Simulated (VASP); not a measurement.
# Zr2SeS2 (P-3m1) in VASP: further runs

The runs below take Zr2SeS2 through single point, relaxation of cell and atoms, with PBE.

All numbers are computed with VASP 6.6.1; they aren't measurements. Logs are shortened: lines on timing, memory, paths and dates and some standing lists are left out, and cuts for length are marked.

**1. The cell of the first run**

The structure is trigonal, space group P-3m1 (No. 164). The conventional cell has a = 4.354 Å, b = 4.354 Å, c = 6.446 Å, α = 90.00°, β = 90.00°, γ = 120.00°. Zr (site symmetry 3m) has 4 S at 2.53 to 2.54 Å and 3 Se at 3.10 Å within 3.3 Å. Se (site symmetry -3m) has 6 Zr at 3.10 Å and 6 S at 3.27 Å within 4.1 Å. S (site symmetry 3m) has 4 Zr at 2.53 to 2.54 Å and 3 Se at 3.27 Å and 3 S at 3.39 Å within 3.4 Å.

The cell was built from a structure type or drawn by symmetry, and may not be a known phase.

**2. Single point, PBE**

File INCAR:

```
PREC = Accurate ; ENCUT = 520
EDIFF = 1E-6 ; ISMEAR = 0
SIGMA = 0.1 ; LREAL = False
LASPH = True ; NELM = 80
ALGO = Normal ; ISIF = 2
LWAVE = False ; LCHARG = False
GGA = PE ; NBANDS = 29
```

File KPOINTS:

```
regular mesh
0
Gamma
  6 6 4
```

File POSCAR:

```
Zr2SeS2
1.0
    4.3544113083      0.0000000000      0.0000000000
   -2.1772056542      3.7710308115      0.0000000000
    0.0000000000      0.0000000000      6.4463478364
Zr Se S
2 1 2
Direct
    0.3333333333      0.6666666667      0.7173947660
    0.6666666667      0.3333333333      0.2826052340
    0.0000000000      0.0000000000      0.0000000000
    0.3333333333      0.6666666667      0.3238928168
    0.6666666667      0.3333333333      0.6761071832
```

Potentials or basis: VASP PAW PBE potentials, release 64 (Zr_sv, Se, S).

The run is started by

```bash
> cat potpaw_PBE.64/Zr_sv/POTCAR potpaw_PBE.64/Se/POTCAR potpaw_PBE.64/S/POTCAR > POTCAR
> mpirun -np 1 vasp_std > vasp.out
```

OUTCAR:

```text
PREC = Accurate
   ENCUT = 520
   EDIFF = 1E-6
   ISMEAR = 0
   LREAL = False
   LASPH = True
   NELM = 80
   ISIF = 2
   GGA = PE

 ion  position               nearest neighbor table
   1  0.333  0.667  0.717-   5 2.53   5 2.53   5 2.53   4 2.54   3 3.10   3 3.10   3 3.10   2 3.77
                             2 3.77   2 3.77
   2  0.667  0.333  0.283-   4 2.53   4 2.53   4 2.53   5 2.54   3 3.10   3 3.10   3 3.10   1 3.77
                             1 3.77   1 3.77
   3  0.000  0.000  0.000-   1 3.10   2 3.10   2 3.10   1 3.10   2 3.10   1 3.10
   4  0.333  0.667  0.324-   2 2.53   2 2.53   2 2.53   1 2.54
   5  0.667  0.333  0.676-   1 2.53   1 2.53   1 2.53   2 2.54

  LATTYP: Found a hexagonal cell.
 ALAT       =     4.3544113083
 C/A-ratio  =     1.4804177603

  Lattice vectors:

 A1 = (   4.3544113083,   0.0000000000,   0.0000000000)
 A2 = (  -2.1772056542,   3.7710308115,   0.0000000000)
 A3 = (   0.0000000000,   0.0000000000,   6.4463478364)

Analysis of symmetry for initial positions (statically):
=====================================================================
 Subroutine PRICEL returns:
 Original cell was already a primitive cell.

 Routine SETGRP: Setting up the symmetry group for a
 hexagonal supercell.

 Subroutine GETGRP returns: Found 12 space group operations
 (whereof 12 operations were pure point group operations)
 out of a pool of 24 trial point group operations.

The static configuration has the point symmetry D_3d.

Analysis of symmetry for dynamics (positions and initial velocities):
=====================================================================
 Subroutine PRICEL returns:
 Original cell was already a primitive cell.

 Routine SETGRP: Setting up the symmetry group for a
 hexagonal supercell.

 Subroutine GETGRP returns: Found 12 space group operations
 (whereof 12 operations were pure point group operations)
 out of a pool of 24 trial point group operations.

The dynamic configuration has the point symmetry D_3d.

 Subroutine INISYM returns: Found 12 space group operations
 (whereof 12 operations are pure point group operations),
 and found     1 'primitive' translations

----------------------------------------------------------------------------------------

                                     Primitive cell

  volume of cell :     105.8530

  direct lattice vectors                    reciprocal lattice vectors
     4.354411308  0.000000000  0.000000000     0.229652169  0.132589741  0.000000000
    -2.177205654  3.771030812  0.000000000     0.000000000  0.265179483  0.000000000
     0.000000000  0.000000000  6.446347836     0.000000000  0.000000000  0.155126597

  length of vectors
     4.354411308  4.354411308  6.446347836     0.265179483  0.265179483  0.155126597

  position of ions in fractional coordinates (direct lattice)
     0.333333333  0.666666667  0.717394766
     0.666666667  0.333333333  0.282605234
     0.000000000  0.000000000  0.000000000
     0.333333333  0.666666667  0.323892817
     0.666666667  0.333333333  0.676107183

  ion indices of the primitive-cell ions
   primitive index   ion index
                 1           1
                 2           2
                 3           3
                 4           4
                 5           5

----------------------------------------------------------------------------------------

 KPOINTS: regular mesh

Automatic generation of k-mesh.
 Grid dimensions read from file:
 generate k-points for:    6    6    4

 Generating k-lattice:

  Cartesian coordinates                     Fractional coordinates (reciprocal lattice)
     0.038275361  0.022098290  0.000000000     0.166666667  0.000000000  0.000000000
     0.000000000  0.044196580  0.000000000     0.000000000  0.166666667  0.000000000
     0.000000000  0.000000000  0.038781649     0.000000000  0.000000000  0.250000000

  Length of vectors
     0.044196580  0.044196580  0.038781649

  Shift w.r.t. Gamma in fractional coordinates (k-lattice)
     0.000000000  0.000000000  0.000000000

 Subroutine IBZKPT returns following result:
 ===========================================

 Found     24 irreducible k-points:

 Following reciprocal coordinates:
            Coordinates               Weight
  0.000000  0.000000  0.000000      1.000000
  0.166667 -0.000000  0.000000      6.000000
  0.333333  0.000000  0.000000      6.000000
  0.500000  0.000000  0.000000      3.000000
  0.166667  0.166667  0.000000      6.000000
  0.333333  0.166667  0.000000     12.000000
[... 16 lines left out ...]
  0.333333  0.166667  0.500000     12.000000
  0.333333  0.333333  0.500000      2.000000
   k-points           NKPTS =     24   k-points in BZ     NKDIM =     24   number of bands    NBANDS=     29
   number of dos      NEDOS =    301   number of ions     NIONS =      5
   total plane-waves  NPLWV =  49152
   dimension x,y,z NGX =    32 NGY =   32 NGZ =   48
   dimension x,y,z NGXF=    64 NGYF=   64 NGZF=   96
   ions per type =               2   1   2
   NGX,Y,Z   is equivalent  to a cutoff of  12.22, 12.22, 12.38 a.u.
   NGXF,Y,Z  is equivalent  to a cutoff of  24.43, 24.43, 24.76 a.u.
 SYSTEM =  unknown system
   PREC   = accura    normal or accurate (medium, high low for compatibility)
   ISTART =      0    job   : 0-new  1-cont  2-samecut
   ICHARG =      2    charge: 1-file 2-atom 10-const
   ISPIN  =      1    spin polarized calculation?
   LNONCOLLINEAR =      F non collinear calculations
   LSORBIT =      F    spin-orbit coupling
   LASPH  =      T    aspherical Exc in radial PAW
   ENCUT  =  520.0 eV  38.22 Ry    6.18 a.u.   8.10  8.10 11.99*2*pi/ulx,y,z
   NELM   =     80;   NELMIN=  2; NELMDL= -5     # of ELM steps
   EDIFF  = 0.1E-05   stopping-criterion for ELM
   LREAL  =      F    real-space projection
   EDIFFG = 0.1E-04   stopping-criterion for IOM
   NSW    =      0    number of steps for IOM
   IBRION =     -1    ionic relax: 0-MD 1-quasi-New 2-CG
   NFREE  =      0    steps in history (QN), initial steepest desc. (CG)
   ISIF   =      2    stress and relaxation
   ISYM   =      2    0-nonsym 1-usesym 2-fastsym
   POTIM  = 0.5000    time-step for ionic-motion
   TEBEG  =    0.0;   TEEND  =   0.0 temperature during run
   PSTRESS=    0.0 pullay stress
   NELECT =      42.0000    total number of electrons
   NUPDOWN=      -1.0000    fix difference up-down
   EMIN   =  10.00;   EMAX   =-10.00  energy-range for DOS
   EFERMI =   0.00;   METHOD = LEGACY
   ISMEAR =     0;   SIGMA  =   0.10  broadening in eV -4-tet -1-fermi 0-gaus
   EFERMI_NEDOS =   21; number of points for ismear=-14 and -15
   IALGO  =     38    algorithm
   IMIX   =      4    mixing-type and parameters
     AMIX     =   0.40;   BMIX     =  1.00
     AMIX_MAG =   1.60;   BMIX_MAG =  1.00
  volume/ion in A,a.u.               =      21.17       142.87
  Fermi-wavevector in a.u.,A,eV,Ry     =   1.202976  2.273294 19.689677  1.447150
  Thomas-Fermi vector in A             =   2.338742
   LORBIT       =      0    0 simple, 1 ext, 2 COOP (PROOUT), +10 PAW based schemes
   GGA     = PE    functional components
   LHFCALC =     F    Hartree Fock is set to
   AEXX    =    0.0000 exact exchange contribution
   IVDW    =     0    specifies the selected vdW correction
   LEPSILON=     F    determine dielectric tensor
   LRPA    =     F    only Hartree local field effects (RPA)
 non-spin polarized calculation
 Gauss-broadening in eV      SIGMA  =   0.10
  energy-cutoff  :      520.00
  volume of cell :      105.85
 maximum number of plane-waves:      2866
   NGX = 17   NGY = 17   NGZ = 23

 number of electron      41.9999997 magnetization

 Free energy of the ion-electron system (eV)
  ---------------------------------------------------
  ext. energy  EPLUGINS =         0.00000000
  ---------------------------------------------------
  free energy    TOTEN  =       -34.94118706 eV

  energy without entropy =      -34.92440250  energy(sigma->0) =      -34.93279478

 E-fermi :   7.8807     XC(G=0): -10.3515

 val. band max:        7.8479779166   @ k =   0.3333   0.3333   0.5000
 cond. band min:       7.8868679485   @ k =   0.5000   0.0000   0.2500
 fundamental gap:      0.0388900320
 Fermi energy:         7.8807163217

 k-point     1 :       0.0000    0.0000    0.0000
  band No.  band energies     occupation
      1     -42.1985      2.00000
      2     -42.1865      2.00000
      3     -20.3627      2.00000
      4     -20.2468      2.00000
      5     -20.2468      2.00000
      6     -20.2267      2.00000
[... 21 lines left out ...]
     28      11.1331      0.00000
     29      11.1331      0.00000

 k-point     2 :       0.1667   -0.0000    0.0000
  band No.  band energies     occupation
      1     -42.1973      2.00000
      2     -42.1866      2.00000
      3     -20.3577      2.00000
      4     -20.2747      2.00000
      5     -20.2520      2.00000
      6     -20.2264      2.00000
[... 21 lines left out ...]
     28      10.8501      0.00000
     29      10.8947      0.00000

 k-point     3 :       0.3333    0.0000    0.0000
  band No.  band energies     occupation
      1     -42.1944      2.00000
      2     -42.1874      2.00000
      3     -20.3504      2.00000
      4     -20.3171      2.00000
      5     -20.2620      2.00000
      6     -20.2469      2.00000
[... 21 lines left out ...]
     28      10.0686      0.00000
     29      10.7500      0.00000

 k-point     4 :       0.5000    0.0000    0.0000
  band No.  band energies     occupation
      1     -42.1924      2.00000
      2     -42.1883      2.00000
      3     -20.3475      2.00000
      4     -20.3392      2.00000
      5     -20.2668      2.00000
      6     -20.2475      2.00000
[... 597 lines left out ...]
     28      10.2688      0.00000
     29      10.8966      0.00000

 k-point    23 :       0.3333    0.1667    0.5000
  band No.  band energies     occupation
      1     -42.1921      2.00000
      2     -42.1886      2.00000
      3     -20.3535      2.00000
      4     -20.3419      2.00000
      5     -20.2722      2.00000
      6     -20.2363      2.00000
[... 21 lines left out ...]
     28      10.4105      0.00000
     29      11.1305      0.00000

 k-point    24 :       0.3333    0.3333    0.5000
  band No.  band energies     occupation
      1     -42.1901      2.00000
      2     -42.1901      2.00000
      3     -20.3489      2.00000
      4     -20.3489      2.00000
      5     -20.2833      2.00000
      6     -20.2401      2.00000
[... 21 lines left out ...]
     28      10.7248      0.00000
     29      11.2981      0.00000

------------------------ aborting loop because EDIFF is reached ----------------------------------------

  FORCE on cell =-STRESS in cart. coord.  units (eV):
  Direction    XX          YY          ZZ          XY          YZ          ZX
  --------------------------------------------------------------------------------------
  -------------------------------------------------------------------------------------
  Total        0.1088529      0.1088529      0.1377484     -0.0000000      0.0000000     -0.0000000
  in kB        1.6475829      1.6475829      2.0849414     -0.0000000      0.0000000     -0.0000000
  external PRESSURE =       1.7933690 kB  Pullay stress =       0.0000000 kB

 VOLUME and BASIS-vectors are now :
 -----------------------------------------------------------------------------
  energy-cutoff  :      520.00
  volume of cell :      105.85
      direct lattice vectors                 reciprocal lattice vectors
     4.354411308  0.000000000  0.000000000     0.229652169  0.132589741  0.000000000
    -2.177205654  3.771030812  0.000000000     0.000000000  0.265179483  0.000000000
     0.000000000  0.000000000  6.446347836     0.000000000  0.000000000  0.155126597

 POSITION                                       TOTAL-FORCE (eV/Angst)
 -----------------------------------------------------------------------------------
     -0.00000      2.51402      4.62458         0.000000     -0.000000      0.017139
      2.17721      1.25701      1.82177         0.000000      0.000000     -0.017139
      0.00000      0.00000      0.00000        -0.000000      0.000000      0.000000
     -0.00000      2.51402      2.08793        -0.000000     -0.000000      0.017208
      2.17721      1.25701      4.35842        -0.000000      0.000000     -0.017208
 -----------------------------------------------------------------------------------
    total drift:                                0.000000      0.000000      0.000000

  FREE ENERGIE OF THE ION-ELECTRON SYSTEM (eV)
  ---------------------------------------------------
  free  energy   TOTEN  =       -34.9411870612 eV

  energy  without entropy=      -34.9244025041  energy(sigma->0) =      -34.93279478
```

It took 25 s on 1 thread of Intel Xeon 6975P-C (Granite Rapids), shared host; peak memory 0.25 GiB.

What came out:

- Free energy: -34.9412 eV
- Pressure: 0.2 GPa
- Largest force: 0.017 eV/Å
- Band gap on the k mesh: zero (bands 21 and 22 overlap by 0.73 eV)

Forces on the atoms (eV/Å):
```
Zr   0.000  0.000  0.017
Zr   0.000  0.000 -0.017
Se   0.000  0.000  0.000
S    0.000  0.000  0.017
S    0.000  0.000 -0.017
```

Levels at points of the mesh, in eV from the Fermi level:
```tsv
k point	band 19	band 20	band 21	band 22	band 23	band 24
(0.00, 0.00, 0.00)	-2.28	-1.73	-0.57	-0.57	-0.53	1.79
(0.50, 0.00, 0.00)	-3.22	-2.37	-0.44	0.06	0.71	0.99
(0.00, 0.00, 0.50)	-2.16	-2.16	0.09	0.09	0.57	0.57
(0.50, 0.00, 0.50)	-2.78	-2.18	-0.10	0.32	0.62	0.86
```

[end of part 1 of 2]
